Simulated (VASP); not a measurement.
# BN in VASP: further runs, part 2 of 2

VASP 6.6.1. The steps go on from the part before.

### 3 Single point, PBE

Contents of INCAR:

```
SYSTEM = BN
PREC = Accurate
ENCUT = 520
EDIFF = 1E-6
ISMEAR = -1
SIGMA = 0.05
LREAL = .False.
LASPH = .True.
NELM = 60
ALGO = Normal
ISIF = 2
LWAVE = .False.
LCHARG = .True.
GGA = PE
LELF = .True.
LVHAR = .True.
NBANDS = 16
```

Contents of KPOINTS:

```
Automatic mesh
0
Gamma
  12 12 6
  0 0 0
```

Contents of POSCAR:

```
BN
1.0
    2.5360000000     -0.0380400000      0.0000000000
   -1.3009436000      2.2152600000      0.0000000000
    0.0000000000      0.0000000000      4.1990000000
B N
2 2
Direct
    0.6666666667      0.3333333333      0.0000000000
    0.3333333333      0.6666666667      0.5000000000
    0.6666666667      0.3333333333      0.3750000000
    0.3333333333      0.6666666667      0.8750000000
```

Potentials or basis: VASP PAW PBE potentials, release 64 (B, N).

Launch:

```console
cat potpaw_PBE.64/B/POTCAR potpaw_PBE.64/N/POTCAR > POTCAR
mpirun -np 1 vasp_std > vasp.out
```

OUTCAR:

```text
SYSTEM = BN
   PREC = Accurate
   ENCUT = 520
   EDIFF = 1E-6
   ISMEAR = -1
   LREAL = .False.
   LASPH = .True.
   NELM = 60
   ISIF = 2
   GGA = PE

 ion  position               nearest neighbor table
   1  0.667  0.333  0.000-   4 1.54   4 1.56   4 1.57   3 1.57
   2  0.333  0.667  0.500-   3 1.54   3 1.56   3 1.57   4 1.57
   3  0.667  0.333  0.375-   2 1.54   2 1.56   2 1.57   1 1.57
   4  0.333  0.667  0.875-   1 1.54   1 1.56   1 1.57   2 1.57

  LATTYP: Found a simple monoclinic cell.
 ALAT       =     2.5031282907
 B/A-ratio  =     1.6775009158
 C/A-ratio  =     1.0132462221
 COS(beta)  =    -0.4803041288

  Lattice vectors:

 A1 = (   1.2350564000,   2.1772200000,   0.0000000000)
 A2 = (   0.0000000000,   0.0000000000,  -4.1990000000)
 A3 = (  -2.5360000000,   0.0380400000,   0.0000000000)

Analysis of symmetry for initial positions (statically):
=====================================================================
 Subroutine PRICEL returns:
 Original cell was already a primitive cell.

 Routine SETGRP: Setting up the symmetry group for a
 simple monoclinic supercell.
[... 175 lines left out ...]
 cond. band min:      12.8835558122   @ k =   0.3333   0.3333   0.0000
 fundamental gap:      5.1080129224
 Fermi energy:         8.6750225357

 k-point     1 :       0.0000    0.0000    0.0000
  band No.  band energies     occupation
      1     -12.8389      2.00000
      2      -8.6457      2.00000
      3      -3.3275      2.00000
      4       5.4436      2.00000
      5       5.6504      2.00000
      6       7.4381      2.00000
[... 433 lines left out ...]
      3      -1.2555      2.00000
      4       0.1586      2.00000
      5       0.5920      2.00000
      6       1.5930      2.00000
[... 8 lines left out ...]
     15      23.8223      0.00000
     16      24.3763      0.00000

 [... further k-points ...]

------------------------ aborting loop because EDIFF is reached ----------------------------------------

  FORCE on cell =-STRESS in cart. coord.  units (eV):
  Direction    XX          YY          ZZ          XY          YZ          ZX
  --------------------------------------------------------------------------------------
  -------------------------------------------------------------------------------------
  Total        1.3197464      1.3515034      1.0900466      1.8784729      0.0000000      0.0000000
  in kB       90.4323634     92.6084301     74.6927509    128.7177187      0.0000000      0.0000000
  external PRESSURE =      85.9111815 kB  Pullay stress =       0.0000000 kB

 VOLUME and BASIS-vectors are now :
 -----------------------------------------------------------------------------
  energy-cutoff  :      520.00
  volume of cell :       23.38
      direct lattice vectors                 reciprocal lattice vectors
     2.536000000 -0.038040000  0.000000000     0.397826205  0.233629215  0.000000000
    -1.300943600  2.215260000  0.000000000     0.006831392  0.455426115  0.000000000
     0.000000000  0.000000000  4.199000000     0.000000000  0.000000000  0.238151941

 POSITION                                       TOTAL-FORCE (eV/Angst)
 -----------------------------------------------------------------------------------
      1.25702      0.71306      0.00000        -0.090686     -0.017637      0.067916
     -0.02196      1.46416      2.09950         0.090686      0.017637      0.067916
      1.25702      0.71306      1.57462        -0.161707     -0.018102     -0.067916
     -0.02196      1.46416      3.67413         0.161707      0.018102     -0.067916
 -----------------------------------------------------------------------------------
    total drift:                               -0.000000      0.000000     -0.000172

  FREE ENERGIE OF THE ION-ELECTRON SYSTEM (eV)
  ---------------------------------------------------
  free  energy   TOTEN  =       -34.7905654309 eV

  energy  without entropy=      -34.7905654309  energy(sigma->0) =      -34.79056543
```

OSZICAR:

```text
N       E                     dE             d eps       ncg     rms          rms(c)
DAV:   1     0.380356492685E+02    0.38036E+02   -0.83137E+03  9488   0.972E+02
DAV:   2    -0.345567061931E+02   -0.72592E+02   -0.68135E+02 13576   0.230E+02
DAV:   3    -0.367693238621E+02   -0.22126E+01   -0.22080E+01 10792   0.367E+01
DAV:   4    -0.367744564419E+02   -0.51326E-02   -0.51321E-02 11640   0.202E+00
DAV:   5    -0.367744706438E+02   -0.14202E-04   -0.14202E-04 10624   0.972E-02    0.959E+00
DAV:   6    -0.349642476796E+02    0.18102E+01   -0.22479E+00 12040   0.137E+01    0.457E+00
DAV:   7    -0.348198060630E+02    0.14444E+00   -0.33182E-01 12256   0.464E+00    0.277E+00
DAV:   8    -0.347914814349E+02    0.28325E-01   -0.54073E-02 11416   0.191E+00    0.260E-01
DAV:   9    -0.347902859338E+02    0.11955E-02   -0.19851E-03 11000   0.530E-01    0.138E-01
DAV:  10    -0.347905566816E+02   -0.27075E-03   -0.47904E-04 11296   0.173E-01    0.258E-02
DAV:  11    -0.347905637459E+02   -0.70643E-05   -0.31749E-05 11824   0.546E-02    0.148E-02
DAV:  12    -0.347905653369E+02   -0.15910E-05   -0.55915E-06 11336   0.235E-02    0.201E-03
DAV:  13    -0.347905654309E+02   -0.94023E-07   -0.16972E-07  4824   0.459E-03
   1 F= -.34790565E+02 E0= -.34790565E+02  d E =-.418421E-10
```

stdout:

```text
POSCAR found type information on POSCAR B N
 POSCAR found :  2 types and       4 ions
 scaLAPACK will be used
 LDA part: xc-table for (Slater+PW92), standard interpolation
 POSCAR, INCAR and KPOINTS ok, starting setup
 FFT: planning ... GRIDC
 FFT: planning ... GRID_SOFT
 FFT: planning ... GRID
 WAVECAR not read
 entering main loop
```

Run time: 3.6 min. Hardware: 1 thread of Intel Xeon 8259CL, shared host; peak memory 0.21 GiB.

Results:

| Property | Result |
| --- | --- |
| Free energy | -34.7906 eV |
| Pressure | 8.6 GPa |
| Largest force | 0.176 eV/Å |
| Band gap on the k mesh | 5.11 eV (least direct gap 8.00 eV) |

Forces in eV/Å, atoms in the order of the input:
```
B   -0.091 -0.018  0.068
B    0.091  0.018  0.068
N   -0.162 -0.018 -0.068
N    0.162  0.018 -0.068
```

Stress tensor (GPa, compression positive):
```
 9.04 12.87  0.00
12.87  9.26  0.00
 0.00  0.00  7.47
```

Levels at points of the mesh, in eV from the valence-band top:
| k point | band 6 | band 7 | band 8 | band 9 | band 10 | band 11 |
| --- | --- | --- | --- | --- | --- | --- |
| (0.00, 0.00, 0.00) | -0.34 | -0.18 | 0.00 | 8.00 | 8.51 | 8.53 |
| (0.50, 0.00, 0.00) | -5.40 | -4.53 | -2.46 | 6.21 | 7.84 | 10.34 |
| (0.00, 0.50, 0.00) | -5.14 | -4.51 | -2.23 | 6.69 | 7.92 | 10.60 |
| (0.50, 0.50, 0.00) | -4.84 | -4.52 | -1.99 | 7.17 | 7.98 | 10.88 |
| (0.00, 0.00, 0.50) | -1.37 | -1.17 | -1.17 | 9.18 | 9.18 | 9.83 |
| (0.50, 0.00, 0.50) | -4.16 | -3.62 | -3.62 | 6.32 | 6.32 | 9.91 |
| (0.00, 0.50, 0.50) | -3.94 | -3.64 | -3.64 | 6.55 | 6.55 | 10.02 |
| (0.50, 0.50, 0.50) | -3.76 | -3.60 | -3.60 | 6.73 | 6.73 | 10.18 |

Caveat: the cell stands under pressure.
